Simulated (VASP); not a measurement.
Set up this calculation in VASP 6.6.1, as the native input.

| Quantity | Value |
| --- | --- |
| Task | relaxation of cell and atoms |
| Functional | PBE |
| Dispersion | D3(BJ) |
| Potentials or basis | VASP PAW PBE potentials, release 64 (Fe, Si) |
| Cutoff | 600 eV |
| k mesh | 8 × 8 × 8 |
| Occupations | gaussian, width 0.01 eV |
| Spin | no spin polarisation |
| Dipole correction | no |
| Further INCAR settings | ALGO = Normal; EDIFF = 1e-07; IBRION = 2; EDIFFG = -0.002; NSW = 100; ISIF = 3 |

The structure of FeSi lies in POSCAR:

```
FeSi
1.0
    4.4017362942      0.0000000000      0.0000000000
    0.0000000000      4.4017362942      0.0000000000
    0.0000000000      0.0000000000      4.4017362942
Fe Si
4 4
Direct
    0.1375712237      0.1375712237      0.1375712237
    0.3624287763      0.8624287763      0.6375712237
    0.6375712237      0.3624287763      0.8624287763
    0.8624287763      0.6375712237      0.3624287763
    0.8415342010      0.8415342010      0.8415342010
    0.6584657990      0.1584657990      0.3415342010
    0.3415342010      0.6584657990      0.1584657990
    0.1584657990      0.3415342010      0.6584657990
```

The input as run:

INCAR

```
PREC = Accurate
ENCUT = 600
EDIFF = 1E-7
ISMEAR = 0
SIGMA = 0.01
LREAL = F
LASPH = T
NELM = 120
ALGO = Normal
ISIF = 3
LWAVE = F
LCHARG = F
GGA = PE
IVDW = 12
IBRION = 2
NSW = 100
EDIFFG = -0.002
GGA_COMPAT = F
NELMIN = 4
```

KPOINTS

```
Automatic mesh
0
Gamma
  8 8 8
```

Potentials or basis: VASP PAW PBE potentials, release 64 (Fe, Si).

The run is started by

```sh
$ cat potpaw_PBE.64/Fe/POTCAR potpaw_PBE.64/Si/POTCAR > POTCAR
$ mpirun -np 1 vasp_std > vasp.out
```

It gave:

```yaml
Relaxed_volume: 10.66 Å³/atom
Relaxed_cell: a = 4.402 Å, b = 4.402 Å, c = 4.402 Å, α = 90.00°, β = 90.00°, γ = 90.00°
Space_group_after_relaxing_to_0.1_Å: P2_13 (No. 198)
Energy_gained_by_relaxing: 0.0 meV/atom
Ionic_steps: 5
Pressure_after_relaxing: 0.0 GPa
Band_gap_on_the_k_mesh: 0.16 eV (least direct gap 0.17 eV)
Dispersion_energy_per_atom: -0.478 eV
```

Wall time 6.6 min on 1 thread of Oxide Virtual Turin-like Processor, with other jobs on the host, peak memory 0.26 GiB.
